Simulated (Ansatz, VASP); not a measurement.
Ga: VASP beside Ansatz

Contents of INCAR:

```
SYSTEM = Ga
  PREC = Accurate
  ENCUT = 600
  EDIFF = 1E-6
  ISMEAR = -1
  SIGMA = 0.05
  LREAL = .False.
  LASPH = .True.
  NELM = 60
  ALGO = Normal
  ISIF = 3
  LWAVE = .False.
  LCHARG = .False.
  GGA = PE
  IBRION = 2
  NSW = 60
  EDIFFG = -0.005
```

The input KPOINTS:

```
Automatic mesh
0
Gamma
  21 21 21
  0 0 0
```

POSCAR

```
Ga
1.0
   -1.6809877034      1.6809877034      1.6809877034
    1.6809877034     -1.6809877034      1.6809877034
    1.6809877034      1.6809877034     -1.6809877034
Ga
1
Direct
    0.0000000000      0.0000000000      0.0000000000
```

Input for Ansatz:

```yaml
crystal:
  lattice:
    - [-1.6809877034, 1.6809877034, 1.6809877034]
    - [1.6809877034, -1.6809877034, 1.6809877034]
    - [1.6809877034, 1.6809877034, -1.6809877034]
  atoms:
    - { symbol: Ga, position: [0.0, 0.0, 0.0] }
kpoints:
  mp_grid: { grid: [21, 21, 21] }
scf:
  occupations: { method: fermi_dirac, width: 0.05 }
hamiltonian:
  xc: pbe
  pseudopotentials: { kind: paw }
output:
  forces: true
  stress: true
  write_density: true
  write_potential: true
  elf: true
  volumetric_format: npy
relax:
  f_tol: 0.005
  max_steps: 40
  cell: {}
```

Alike in both runs: task relaxation of cell and atoms; functional PBE; k mesh 21 × 21 × 21; occupations fermi-dirac, width 0.05 eV; no spin polarisation.

|  | VASP | Ansatz |
| --- | --- | --- |
| version | VASP 6.6.1 | Ansatz 0.2.0 |
| potentials or method | VASP PAW PBE potentials, release 64 (Ga_d) | PAW with Ansatz's default frozen-core files, scalar-relativistic |
| plane-wave cutoff (eV) | 600 | 420 |
| valence electrons in the cell | 13 | 13 |

VASP gave:

| Property | Result |
| --- | --- |
| relaxed volume (Å³/atom) | 19.16 |
| relaxed length of the cell vector where the two differ most in proportion (Å) | 2.920 |

Problem. What did Ansatz give for the same quantities?

Solution. Relaxed volume (Å³/atom): 19.19; relaxed length of the cell vector where the two differ most in proportion (Å): 2.921.
